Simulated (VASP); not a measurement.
# AgAu3 (Pm-3m) in VASP: a series of runs

The runs below take AgAu3 through single point, relaxation of cell and atoms, with LDA.

Program: VASP 6.6.1. These are calculated values, not measurements. Logs are shortened: lines on timing, memory, paths and dates and some standing lists are left out, and cuts for length are marked.

## Step 1: The cell of the first run

It takes space group Pm-3m (No. 221, cubic). Conventional cell: a = 4.030 Å, b = 4.030 Å, c = 4.030 Å, α = 90.00°, β = 90.00°, γ = 90.00°. Within 3.8 Å of Au (site symmetry 4/mmm) lie 8 Au at 2.85 Å and 4 Ag at 2.85 Å. Ag (site symmetry m-3m) has 12 Au at 2.85 Å within 3.8 Å.

## Step 2: Single point, LDA

Input file INCAR:

```
SYSTEM = AgAu3
ALGO = Normal ; EDIFF = 1E-7
ENCUT = 520 ; GGA = CA
ISIF = 2 ; ISMEAR = -1
LASPH = .True. ; LCHARG = .False.
LREAL = .False. ; LWAVE = .False.
NBANDS = 30 ; NELM = 80
PREC = Accurate ; SIGMA = 0.1
```

Input file KPOINTS:

```
k-points
0
Gamma
  4 4 4
  0 0 0
```

Input file POSCAR:

```
AgAu3
1.0
    4.0298275174      0.0000000000      0.0000000000
    0.0000000000      4.0298275174      0.0000000000
    0.0000000000      0.0000000000      4.0298275174
Au Ag
3 1
Direct
    0.0000000000      0.0000000000      0.0000000000
    0.0000000000      0.5000000000      0.5000000000
    0.5000000000      0.0000000000      0.5000000000
    0.5000000000      0.5000000000      0.0000000000
```

Potentials or basis: VASP PAW LDA potentials, release 64 (Au, Ag).

Launch:

```console
cat potpaw_LDA.64/Au/POTCAR potpaw_LDA.64/Ag/POTCAR > POTCAR
mpirun -np 1 vasp_std > vasp.out
```

OUTCAR:

```text
SYSTEM = AgAu3
   EDIFF = 1E-7
   ENCUT = 520
   GGA = CA
   ISIF = 2
   ISMEAR = -1
   LASPH = .True.
   LREAL = .False.
   NELM = 80
   PREC = Accurate

 ion  position               nearest neighbor table
   1  0.000  0.000  0.000-   2 2.85   3 2.85   4 2.85   2 2.85   3 2.85   2 2.85   4 2.85   2 2.85
                             3 2.85   4 2.85   3 2.85   4 2.85
   2  0.000  0.500  0.500-   1 2.85   3 2.85   4 2.85   1 2.85   4 2.85   1 2.85   3 2.85   1 2.85
                             3 2.85   4 2.85   4 2.85   3 2.85
   3  0.500  0.000  0.500-   1 2.85   2 2.85   4 2.85   1 2.85   4 2.85   2 2.85   4 2.85   4 2.85
                             1 2.85   2 2.85   1 2.85   2 2.85
   4  0.500  0.500  0.000-   1 2.85   2 2.85   3 2.85   2 2.85   3 2.85   1 2.85   3 2.85   3 2.85
                             1 2.85   2 2.85   2 2.85   1 2.85

  LATTYP: Found a simple cubic cell.
 ALAT       =     4.0298275174

  Lattice vectors:

 A1 = (   4.0298275174,   0.0000000000,   0.0000000000)
 A2 = (   0.0000000000,   4.0298275174,   0.0000000000)
 A3 = (   0.0000000000,   0.0000000000,   4.0298275174)

Analysis of symmetry for initial positions (statically):
=====================================================================
 Subroutine PRICEL returns:
 Original cell was already a primitive cell.

 Routine SETGRP: Setting up the symmetry group for a
 simple cubic supercell.

 Subroutine GETGRP returns: Found 48 space group operations
 (whereof 16 operations were pure point group operations)
 out of a pool of 48 trial point group operations.

The static configuration has the point symmetry D_4h.
 The point group associated with its full space group is O_h .

Analysis of symmetry for dynamics (positions and initial velocities):
=====================================================================
 Subroutine PRICEL returns:
 Original cell was already a primitive cell.

 Routine SETGRP: Setting up the symmetry group for a
 simple cubic supercell.

 Subroutine GETGRP returns: Found 48 space group operations
 (whereof 16 operations were pure point group operations)
 out of a pool of 48 trial point group operations.

The dynamic configuration has the point symmetry D_4h.
 The point group associated with its full space group is O_h .

 Subroutine INISYM returns: Found 48 space group operations
 (whereof 16 operations are pure point group operations),
 and found     1 'primitive' translations

----------------------------------------------------------------------------------------

                                     Primitive cell

  volume of cell :      65.4424

  direct lattice vectors                    reciprocal lattice vectors
     4.029827517  0.000000000  0.000000000     0.248149579  0.000000000  0.000000000
     0.000000000  4.029827517  0.000000000     0.000000000  0.248149579  0.000000000
     0.000000000  0.000000000  4.029827517     0.000000000  0.000000000  0.248149579

  length of vectors
     4.029827517  4.029827517  4.029827517     0.248149579  0.248149579  0.248149579

  position of ions in fractional coordinates (direct lattice)
     0.000000000  0.000000000  0.000000000
     0.000000000  0.500000000  0.500000000
     0.500000000  0.000000000  0.500000000
     0.500000000  0.500000000  0.000000000

  ion indices of the primitive-cell ions
   primitive index   ion index
                 1           1
                 2           2
                 3           3
                 4           4

----------------------------------------------------------------------------------------

 KPOINTS: k-points

Automatic generation of k-mesh.
 Grid dimensions read from file:
 generate k-points for:    4    4    4

 Generating k-lattice:

  Cartesian coordinates                     Fractional coordinates (reciprocal lattice)
     0.062037395  0.000000000  0.000000000     0.250000000  0.000000000  0.000000000
     0.000000000  0.062037395  0.000000000     0.000000000  0.250000000  0.000000000
     0.000000000  0.000000000  0.062037395     0.000000000  0.000000000  0.250000000

  Length of vectors
     0.062037395  0.062037395  0.062037395

  Shift w.r.t. Gamma in fractional coordinates (k-lattice)
     0.000000000  0.000000000  0.000000000

 Subroutine IBZKPT returns following result:
 ===========================================

 Found     10 irreducible k-points:

 Following reciprocal coordinates:
            Coordinates               Weight
  0.000000  0.000000  0.000000      1.000000
  0.250000  0.000000  0.000000      6.000000
  0.500000  0.000000  0.000000      3.000000
  0.250000  0.250000  0.000000     12.000000
  0.500000  0.250000  0.000000     12.000000
  0.500000  0.500000  0.000000      3.000000
  0.250000  0.250000  0.250000      8.000000
  0.500000  0.250000  0.250000     12.000000
  0.500000  0.500000  0.250000      6.000000
  0.500000  0.500000  0.500000      1.000000
   k-points           NKPTS =     10   k-points in BZ     NKDIM =     10   number of bands    NBANDS=     30
   number of dos      NEDOS =    301   number of ions     NIONS =      4
   total plane-waves  NPLWV =  27000
   dimension x,y,z NGX =    30 NGY =   30 NGZ =   30
   dimension x,y,z NGXF=    60 NGYF=   60 NGZF=   60
   ions per type =               3   1
   NGX,Y,Z   is equivalent  to a cutoff of  12.38, 12.38, 12.38 a.u.
   NGXF,Y,Z  is equivalent  to a cutoff of  24.75, 24.75, 24.75 a.u.
 SYSTEM =  AgAu3
   PREC   = accura    normal or accurate (medium, high low for compatibility)
   ISTART =      0    job   : 0-new  1-cont  2-samecut
   ICHARG =      2    charge: 1-file 2-atom 10-const
   ISPIN  =      1    spin polarized calculation?
   LNONCOLLINEAR =      F non collinear calculations
   LSORBIT =      F    spin-orbit coupling
   LASPH  =      T    aspherical Exc in radial PAW
   ENCUT  =  520.0 eV  38.22 Ry    6.18 a.u.   7.49  7.49  7.49*2*pi/ulx,y,z
   NELM   =     80;   NELMIN=  2; NELMDL= -5     # of ELM steps
   EDIFF  = 0.1E-06   stopping-criterion for ELM
   LREAL  =      F    real-space projection
   EDIFFG = 0.1E-05   stopping-criterion for IOM
   NSW    =      0    number of steps for IOM
   IBRION =     -1    ionic relax: 0-MD 1-quasi-New 2-CG
   NFREE  =      0    steps in history (QN), initial steepest desc. (CG)
   ISIF   =      2    stress and relaxation
   ISYM   =      2    0-nonsym 1-usesym 2-fastsym
   POTIM  = 0.5000    time-step for ionic-motion
   TEBEG  =    0.0;   TEEND  =   0.0 temperature during run
   PSTRESS=    0.0 pullay stress
   NELECT =      44.0000    total number of electrons
   NUPDOWN=      -1.0000    fix difference up-down
   EMIN   =  10.00;   EMAX   =-10.00  energy-range for DOS
   EFERMI =   0.00;   METHOD = LEGACY
   ISMEAR =    -1;   SIGMA  =   0.10  broadening in eV -4-tet -1-fermi 0-gaus
   EFERMI_NEDOS =   21; number of points for ismear=-14 and -15
   IALGO  =     38    algorithm
   IMIX   =      4    mixing-type and parameters
     AMIX     =   0.40;   BMIX     =  1.00
     AMIX_MAG =   1.60;   BMIX_MAG =  1.00
  volume/ion in A,a.u.               =      16.36       110.41
  Fermi-wavevector in a.u.,A,eV,Ry     =   1.434187  2.710221 27.985739  2.056894
  Thomas-Fermi vector in A             =   2.553623
   LORBIT       =      0    0 simple, 1 ext, 2 COOP (PROOUT), +10 PAW based schemes
   GGA     = CA    functional components
   LHFCALC =     F    Hartree Fock is set to
   AEXX    =    0.0000 exact exchange contribution
   IVDW    =     0    specifies the selected vdW correction
   LEPSILON=     F    determine dielectric tensor
   LRPA    =     F    only Hartree local field effects (RPA)
 non-spin polarized calculation
  energy-cutoff  :      520.00
  volume of cell :       65.44
 maximum number of plane-waves:      1791
 NGX is ok and might be reduce to    30
   NGX = 15   NGY = 15   NGZ = 15

 number of electron      43.9999994 magnetization

 Free energy of the ion-electron system (eV)
  ---------------------------------------------------
  ext. energy  EPLUGINS =         0.00000000
  ---------------------------------------------------
  free energy    TOTEN  =       -17.24967712 eV

  energy without entropy =      -17.18736604  energy(sigma->0) =      -17.21852158

 E-fermi :   9.6168     XC(G=0): -13.1279

 val. band max:        9.6113192771   @ k =   0.5000   0.5000   0.0000
 cond. band min:       9.7048330093   @ k =   0.2500   0.2500   0.0000
 fundamental gap:      0.0935137322
 Fermi energy:         9.6168280948

 k-point     1 :       0.0000    0.0000    0.0000
  band No.  band energies     occupation
      1      -0.1959      2.00000
      2       2.3649      2.00000
      3       2.4330      2.00000
      4       2.4330      2.00000
      5       2.6791      2.00000
      6       2.6791      2.00000
[... 22 lines left out ...]
     29      19.8082      0.00000
     30      19.8082      0.00000

 k-point     2 :       0.2500    0.0000    0.0000
  band No.  band energies     occupation
      1       0.5166      2.00000
      2       2.6434      2.00000
      3       2.8105      2.00000
      4       2.8947      2.00000
      5       2.9371      2.00000
      6       3.0860      2.00000
[... 22 lines left out ...]
     29      19.1541      0.00000
     30      19.5964      0.00000

 k-point     3 :       0.5000    0.0000    0.0000
  band No.  band energies     occupation
      1       1.9119      2.00000
      2       2.5486      2.00000
      3       3.4032      2.00000
      4       3.5356      2.00000
      5       3.5470      2.00000
      6       3.6988      2.00000
[... 22 lines left out ...]
     29      18.6793      0.00000
     30      19.4563      0.00000

 k-point     4 :       0.2500    0.2500    0.0000
  band No.  band energies     occupation
      1       1.1533      2.00000
      2       3.0076      2.00000
      3       3.1009      2.00000
      4       3.1463      2.00000
      5       3.2780      2.00000
      6       3.3142      2.00000
[... 154 lines left out ...]
     29      22.1172      0.00000
     30      22.1469      0.00000

 k-point     9 :       0.5000    0.5000    0.2500
  band No.  band energies     occupation
      1       2.5147      2.00000
      2       2.5147      2.00000
      3       2.5444      2.00000
      4       2.9210      2.00000
      5       4.5400      2.00000
      6       4.5495      2.00000
[... 22 lines left out ...]
     29      23.6556      0.00000
     30      23.7002      0.00000

 k-point    10 :       0.5000    0.5000    0.5000
  band No.  band energies     occupation
      1       2.1205      2.00000
      2       2.1205      2.00000
      3       2.1205      2.00000
      4       2.5080      2.00000
      5       4.6903      2.00000
      6       4.6903      2.00000
[... 22 lines left out ...]
     29      23.8227      0.00000
     30      23.9486      0.00000

------------------------ aborting loop because EDIFF is reached ----------------------------------------

  FORCE on cell =-STRESS in cart. coord.  units (eV):
  Direction    XX          YY          ZZ          XY          YZ          ZX
  --------------------------------------------------------------------------------------
  -------------------------------------------------------------------------------------
  Total        0.2657381      0.2657381      0.2657381      0.0000000      0.0000000     -0.0000000
  in kB        6.5058639      6.5058639      6.5058639      0.0000000      0.0000000     -0.0000000
  external PRESSURE =       6.5058639 kB  Pullay stress =       0.0000000 kB

 VOLUME and BASIS-vectors are now :
 -----------------------------------------------------------------------------
  energy-cutoff  :      520.00
  volume of cell :       65.44
      direct lattice vectors                 reciprocal lattice vectors
     4.029827517  0.000000000  0.000000000     0.248149579  0.000000000  0.000000000
     0.000000000  4.029827517  0.000000000     0.000000000  0.248149579  0.000000000
     0.000000000  0.000000000  4.029827517     0.000000000  0.000000000  0.248149579

 POSITION                                       TOTAL-FORCE (eV/Angst)
 -----------------------------------------------------------------------------------
      0.00000      0.00000      0.00000         0.000000      0.000000      0.000000
      0.00000      2.01491      2.01491         0.000000      0.000000      0.000000
      2.01491      0.00000      2.01491         0.000000      0.000000      0.000000
      2.01491      2.01491      0.00000         0.000000      0.000000      0.000000
 -----------------------------------------------------------------------------------
    total drift:                                0.000000      0.000000     -0.000000

  FREE ENERGIE OF THE ION-ELECTRON SYSTEM (eV)
  ---------------------------------------------------
  free  energy   TOTEN  =       -17.2496771174 eV

  energy  without entropy=      -17.1873660436  energy(sigma->0) =      -17.21852158
```

It took 32 s on 1 thread of Intel Xeon 8259CL, shared host; peak memory 0.15 GiB.

Results:

```
Free energy            : -17.2497 eV
Pressure               : 0.7 GPa
Band gap on the k mesh : zero (bands 22 and 23 overlap by 2.00 eV)
```

Levels at points of the mesh, in eV from the Fermi level:
```tsv
k point	band 18	band 19	band 20	band 21	band 22	band 23	band 24	band 25	band 26	band 27
(0.00, 0.00, 0.00)	-1.97	-1.60	-1.60	-1.60	1.07	1.07	1.07	5.86	5.86	7.72
(0.50, 0.00, 0.00)	-3.38	-3.03	-2.63	-2.16	-1.60	5.06	5.96	6.12	6.12	6.64
(0.50, 0.50, 0.00)	-3.55	-3.27	-3.21	-0.91	-0.16	-0.16	-0.01	8.71	8.97	8.97
(0.50, 0.50, 0.50)	-1.94	-1.94	-1.94	-1.09	-0.94	-0.94	-0.94	3.00	3.00	3.00
```

Caveat: the k points lie up to 0.39 Å⁻¹ apart, too coarse for converged energies and pressures of a metal; spin-orbit coupling is left out, which moves the levels of the heavy elements.

## Step 3: Single point, LDA

Input file INCAR:

```
PREC = Accurate ; ENCUT = 520
EDIFF = 1E-6 ; ISMEAR = -1
SIGMA = 0.1 ; LREAL = F
LASPH = T ; NELM = 60
ALGO = Normal ; ISIF = 2
LWAVE = F ; LCHARG = F
GGA = CA ; NBANDS = 30
```

Input file KPOINTS:

```
regular mesh
0
Gamma
  4 4 4
```

POSCAR is that of step 2.

Potentials or basis: VASP PAW LDA potentials, release 64 (Au, Ag).

Launch:

```console
cat potpaw_LDA.64/Au/POTCAR potpaw_LDA.64/Ag/POTCAR > POTCAR
mpirun -np 1 vasp_std > vasp.out
```

It took 24 s on 1 thread of Intel Xeon 8259CL, shared host; peak memory 0.15 GiB.

It converged, with:

- Free energy: -17.2497 eV
- Pressure: 0.6 GPa
- Band gap on the k mesh: zero (bands 22 and 23 overlap by 2.00 eV)

Levels at points of the mesh, in eV from the Fermi level:
| k point | band 19 | band 20 | band 21 | band 22 | band 23 | band 24 | band 25 | band 26 |
| --- | --- | --- | --- | --- | --- | --- | --- | --- |
| (0.00, 0.00, 0.00) | -1.60 | -1.60 | -1.60 | 1.07 | 1.07 | 1.07 | 5.86 | 5.86 |
| (0.50, 0.00, 0.00) | -3.03 | -2.63 | -2.16 | -1.60 | 5.06 | 5.96 | 6.12 | 6.12 |
| (0.50, 0.50, 0.00) | -3.27 | -3.21 | -0.91 | -0.16 | -0.16 | -0.01 | 8.71 | 8.97 |
| (0.50, 0.50, 0.50) | -1.94 | -1.94 | -1.09 | -0.94 | -0.94 | -0.94 | 3.00 | 3.00 |

Caveat: the k points lie up to 0.39 Å⁻¹ apart, too coarse for converged energies and pressures of a metal; spin-orbit coupling is left out, which moves the levels of the heavy elements.

## Step 4: Relaxation of cell and atoms, LDA

Input file INCAR:

```
ALGO     = Normal         # electronic algorithm
EDIFF    = 1E-6           # SCF threshold, eV
EDIFFG   = -0.02          # ionic threshold
ENCUT    = 600            # plane-wave cutoff, eV
IBRION   = 2              # ionic algorithm
ISIF     = 3              # what is computed and relaxed
ISMEAR   = -1             # smearing method
LASPH    = True           # aspherical terms in the spheres
LCHARG   = False          # write CHGCAR
LREAL    = False          # projectors in reciprocal space
LWAVE    = False          # write WAVECAR
NELM     = 60             # most SCF steps
NSW      = 80             # ionic steps
PREC     = Accurate       # precision mode
SIGMA    = 0.1            # smearing width, eV
```

Input file KPOINTS:

```
k-points
0
Gamma
  4 4 4
```

POSCAR is that of step 3.

Launch:

```console
cat potpaw_LDA.64/Au/POTCAR potpaw_LDA.64/Ag/POTCAR > POTCAR
mpirun -np 1 vasp_std > vasp.out
```

Run time: 42 s. Hardware: 1 thread of Intel Xeon 8259CL, shared host; peak memory 0.17 GiB.

It converged, with:

```
Free energy                           : -17.2499 eV
Relaxed volume                        : 16.42 Å³/atom
Relaxed cell                          : a = 4.035 Å, b = 4.035 Å, c = 4.035 Å, α = 90.00°, β = 90.00°, γ = 90.00°
Space group after relaxing (to 0.1 Å) : Pm-3m (No. 221)
Energy gained by relaxing             : 0.1 meV/atom
Ionic steps                           : 3
Pressure after relaxing               : 0.0 GPa
Band gap on the k mesh                : zero (bands 22 and 23 overlap by 2.00 eV)
```

Step by step:
```
step  energy change (eV)  largest force (eV/Å)  pressure (GPa)  volume (Å³)
   1              0.0000                0.0000            0.70        65.44
   2              0.0010                0.0000           -1.14        66.12
   3             -0.0006                0.0000            0.02        65.70
```

Final structure:
```yaml
crystal:
  lattice:
    - [4.03510, 0.00000, 0.00000]
    - [0.00000, 4.03510, 0.00000]
    - [0.00000, 0.00000, 4.03510]
  atoms:
    - { symbol: Au, position: [0.00000, 0.00000, 0.00000] }
    - { symbol: Au, position: [0.00000, 0.50000, 0.50000] }
    - { symbol: Au, position: [0.50000, 0.00000, 0.50000] }
    - { symbol: Ag, position: [0.50000, 0.50000, 0.00000] }
```

Levels at points of the mesh, in eV from the Fermi level:
| k point | band 18 | band 19 | band 20 | band 21 | band 22 | band 23 | band 24 | band 25 | band 26 |
| --- | --- | --- | --- | --- | --- | --- | --- | --- | --- |
| (0.00, 0.00, 0.00) | -1.97 | -1.60 | -1.60 | -1.60 | 1.08 | 1.08 | 1.08 | 5.83 | 5.83 |
| (0.50, 0.00, 0.00) | -3.37 | -3.02 | -2.62 | -2.16 | -1.60 | 5.04 | 5.94 | 6.11 | 6.11 |
| (0.50, 0.50, 0.00) | -3.53 | -3.25 | -3.20 | -0.91 | -0.16 | -0.16 | -0.01 | 8.69 | 8.94 |
| (0.50, 0.50, 0.50) | -1.93 | -1.93 | -1.93 | -1.07 | -0.92 | -0.92 | -0.92 | 2.98 | 2.98 |

Caveat: the k points lie up to 0.39 Å⁻¹ apart in the final cell, too coarse for converged energies and pressures of a metal; spin-orbit coupling is left out, which moves the levels of the heavy elements.
